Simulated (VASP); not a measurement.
Wanted: the native input for a VASP 6.6.1 run.

- Task: single point
- Functional: PBE
- Potentials or basis: VASP PAW PBE potentials, release 64 (K_sv)
- Cutoff: 520 eV
- k mesh: 12 × 12 × 12
- Occupations: gaussian, width 0.15 eV
- Spin: no spin polarisation
- Dipole correction: no
- Further INCAR settings: ALGO = Fast; EDIFF = 1e-06; NBANDS = 10

The structure of K lies in POSCAR:

```
K
1.0
    4.4397526747      0.0000000000      0.0000000000
    0.0000000000      4.4397526747      0.0000000000
    0.0000000000      0.0000000000      4.1811263053
K
1
Direct
    0.0000000000      0.0000000000      0.0000000000
```

This cell differs from its parent crystal: strain +0.030 along x and y, -0.030 along z.

The input as run:

INCAR

```
PREC = Accurate
ENCUT = 520
EDIFF = 1E-6
ISMEAR = 0
SIGMA = 0.15
LREAL = F
LASPH = T
NELM = 80
ALGO = Fast
ISIF = 2
LWAVE = F
LCHARG = F
GGA = PE
NBANDS = 10
```

KPOINTS

```
regular mesh
0
Gamma
  12 12 12
```

Potentials or basis: VASP PAW PBE potentials, release 64 (K_sv).

Run with:

```console
$ cat potpaw_PBE.64/K_sv/POTCAR > POTCAR
$ mpirun -np 1 vasp_std > vasp.out
```

Results of the run:

```json
{
  "Pressure": "-0.1 GPa"
}
```

Caveat: the cell differs from its parent crystal (strain +0.030 along x and y, -0.030 along z).

It took 120 s on 1 thread of Intel(R) Xeon(R) Platinum 8259CL CPU @ 2.50GHz (Skylake/Cascade Lake), with other jobs on the host, peak memory 0.3 GiB.
